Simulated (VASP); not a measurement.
Set up this calculation in VASP 6.6.1, as the native input.

* Task: single point
* Functional: PBE
* Potentials or basis: VASP PAW PBE potentials, release 64 (Cd, Ag)
* Cutoff: 520 eV
* k mesh: 14 × 14 × 1
* Occupations: fermi-dirac, width 0.05 eV
* Spin: no spin polarisation
* Dipole correction: yes
* Further INCAR settings: ALGO = Normal; EDIFF = 1e-07; NBANDS = 24

The structure of CdAg2 (Ag (111), 3 layers) lies in POSCAR:

```
CdAg2
1.0
    2.9322829450      0.0000000000      0.0000000000
   -1.4661414725      2.5394315215      0.0000000000
    0.0000000000      0.0000000000     20.7884000000
Cd Ag
1 2
Direct
    0.1666666667      0.3333333333      0.3856487930
    0.5000000000      1.0000000000      0.5000000001
    0.8333333333      0.6666666667      0.6143512066
```

One way to write it, as run:

INCAR

```
SYSTEM = CdAg2
  ALGO = Normal
  DIPOL = 0.5 0.5 0.500
  EDIFF = 1E-7
  ENCUT = 520
  GGA = PE
  IDIPOL = 3
  ISIF = 2
  ISMEAR = -1
  LASPH = .TRUE.
  LCHARG = .FALSE.
  LDIPOL = .TRUE.
  LREAL = .FALSE.
  LWAVE = .FALSE.
  NBANDS = 24
  NELM = 60
  PREC = Accurate
  SIGMA = 0.05
```

KPOINTS

```
k-points
0
G
  14 14 1
  0 0 0
```

Potentials or basis: VASP PAW PBE potentials, release 64 (Cd, Ag).

Run with:

```console
$ cat potpaw_PBE.64/Cd/POTCAR potpaw_PBE.64/Ag/POTCAR > POTCAR
$ mpirun -np 1 vasp_std > vasp.out
```

It gave:

```yaml
Largest_force: 0.449 eV/Å
Band_gap_on_the_k_mesh: zero (band 17 reaches 1.28 eV, above the bottom of band 18 at -2.74 eV)
```

It took 59 s on 1 thread of Intel(R) Xeon(R) 6975P-C (Granite Rapids) (shared host), peak memory 0.32 GiB.
